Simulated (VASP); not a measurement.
Here is a VASP 6.6.1 calculation.

The input INCAR:

```
SYSTEM = Ga4Cu3Se7
PREC = Accurate
ENCUT = 400
EDIFF = 1E-6
ISMEAR = -1
SIGMA = 0.05
LREAL = .FALSE.
LASPH = .TRUE.
NELM = 200
ALGO = Normal
ISIF = 2
LWAVE = .FALSE.
LCHARG = .FALSE.
ISPIN = 2
MAGMOM = 0 0 0.167 0.167 0 0 0.167 0 0 0.167 0.167 0 0.167 0
LORBIT = 11
LMAXMIX = 4
GGA = PS
ISYM = -1
NBANDS = 80
GGA_COMPAT = .FALSE.
```

The input KPOINTS:

```
explicit points
1
Reciprocal
  0.25000000   0.25000000   0.25000000 1
```

The input POSCAR:

```
Ga4Cu3Se7
1.0
    5.5698670000     -0.0000550000     -0.0000110000
   -0.0000550000      5.5698670000     -0.0000110000
   -0.0000220000     -0.0000220000     11.0708550000
Cu Ga Se
3 4 7
Direct
    0.9919140000      0.9821300000      0.9964990000
    0.0034480000      0.5019480000      0.2526030000
    0.5042810000      0.9975600000      0.7468320000
    0.9956820000      0.9940020000      0.4986990000
    0.4936810000      0.9964240000      0.2517120000
    0.4989270000      0.4979570000      0.9974930000
    0.0053750000      0.4982500000      0.7494120000
    0.2346860000      0.2510960000      0.1232850000
    0.7566120000      0.7434230000      0.1276160000
    0.7381640000      0.2555090000      0.3715270000
    0.2383250000      0.7436920000      0.3780430000
    0.7370800000      0.2417330000      0.8793140000
    0.7398780000      0.7461540000      0.6232530000
    0.2567650000      0.7587110000      0.8758040000
```

Potentials or basis: VASP PAW PBE potentials, release 64 (Cu, Ga_d, Se).

Run with:

```bash
$ cat potpaw_PBE.64/Cu/POTCAR potpaw_PBE.64/Ga_d/POTCAR potpaw_PBE.64/Se/POTCAR > POTCAR
$ mpirun -np 1 vasp_std > vasp.out
```

(1) What does it give for the largest force?

(2) What does it give for the site moments?

(3) What does it give for the pressure?

Answers

(1) 1.091 eV/Å.

(2) Cu +0.03, +0.05 (each value once); Ga +0.04, +0.00, +0.01, +0.08; Se +0.02, +0.01, +0.03, +0.06, +0.04 (each value once) μB.

(3) -1.0 GPa.

Caveat: a moment this small can come from the mesh or the smearing; the PAW data sets were made with another functional, which shifts forces and pressure a little.
